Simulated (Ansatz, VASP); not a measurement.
## Two plane-wave programs on Ru

File INCAR:

```
ALGO = Fast ; EDIFF = 1E-6
ENCUT = 520 ; GGA = PE
ISIF = 2 ; ISMEAR = 0
LASPH = True ; LCHARG = False
LREAL = False ; LWAVE = False
NBANDS = 21 ; NELM = 80
PREC = Accurate ; SIGMA = 0.15
```

File KPOINTS:

```
k-points
0
Gamma
  24 24 12
```

The input POSCAR:

```
Ru
1.0
    2.7057993342      0.0000000000      0.0000000000
   -1.3528996671      2.3432909610      0.0000000000
    0.0000000000      0.0000000000      4.2819000000
Ru
2
Direct
    0.1541598022      0.4746290548      0.2500000000
    0.6666666667      0.3333333333      0.7500000000
```

Input for Ansatz:

```yaml
crystal:
  lattice:
    - [2.7057993342, 0.0, 0.0]
    - [-1.3528996671, 2.343290961, 0.0]
    - [0.0, 0.0, 4.2819]
  atoms:
    - { symbol: Ru, position: [0.1541598022, 0.4746290548, 0.25] }
    - { symbol: Ru, position: [0.6666666667, 0.3333333333, 0.75] }
basis:
  ecutwfc: 420
kpoints:
  mp_grid: { grid: [24, 24, 12] }
hamiltonian:
  xc: pbe
scf:
  occupations: { method: gaussian, width: 0.15 }
output:
  forces: true
  stress: true
  eigenvalues: true
```

Alike in both runs: task single point; functional PBE; k mesh 24 × 24 × 12; occupations gaussian, width 0.15 eV; no spin polarisation.

|  | VASP | Ansatz |
| --- | --- | --- |
| version | VASP 6.6.1 | Ansatz 0.2.0 |
| potentials or method | VASP PAW PBE potentials, release 64 (Ru_pv), cutoff 520 eV | scalar-relativistic, plane waves, PAW |
| valence electrons in the cell | 28 | 32 |

Ansatz gave:

```
gap on the k mesh at the Fermi level (eV)                     : none
pressure (GPa)                                                : 15.0
traceless stress, the component that is largest in VASP (GPa) : -14.72
rms of the force components (eV/Å)                            : 1.471
```

Task: Which values does VASP return?

Result: gap on the k mesh at the Fermi level (eV): none; pressure (GPa): 15.1; traceless stress, the component that is largest in VASP (GPa): -14.85; rms of the force components (eV/Å): 1.473.

Atom by atom the forces differ by 0.009 eV/Å (rms over components). A gap of «none» marks a metal or a gap that the smearing closes. With one functional, cell and mesh, what is left measures potentials, basis and numerics. VASP's potentials hold 28 valence electrons a cell and Ansatz's 32, so a difference there can come from the potentials and not from the codes.
